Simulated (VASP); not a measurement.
## Hf: single point with PBE

Crystal: Hf.

```xyz
2
Lattice="3.3083 0.0000 0.0000 -1.6541 2.8650 0.0000 0.0000 0.0000 5.2313" Properties=species:S:1:pos:R:3 pbc="T T T"
Hf    0.0000    1.9100    1.3078
Hf    1.6541    0.9550    3.9235
```

```yaml
Program: VASP 6.6.1
Task: single point
Functional: PBE
Potentials_or_basis: VASP PAW PBE potentials, release 64 (Hf_pv)
Cutoff: 520 eV
k_mesh: 15 × 15 × 8
Occupations: gaussian, width 0.1 eV
Spin: no spin polarisation
```

- Pressure: -9.1 GPa
- Band gap on the k mesh: zero (bands 10 and 11 overlap by 1.52 eV)

Stress tensor (GPa, compression positive):
```
-9.01  0.00  0.00
 0.00 -9.01  0.00
 0.00  0.00 -9.23
```

Levels at points of the mesh, in eV from the Fermi level:
```tsv
k point	band 7	band 8	band 9	band 10	band 11	band 12	band 13	band 14
(0.00, 0.00, 0.00)	-7.04	-3.43	0.32	1.12	1.12	1.36	1.83	1.83
(0.00, 0.00, 0.50)	-5.24	-5.24	0.16	0.16	1.02	1.02	1.02	1.02
```

Run time: 120 s on 1 thread of Intel Xeon 8259CL, on a shared host, peak memory 0.25 GiB.

Caveat: the cell stands under tension; spin-orbit coupling is left out, which moves the levels of the heavy elements.
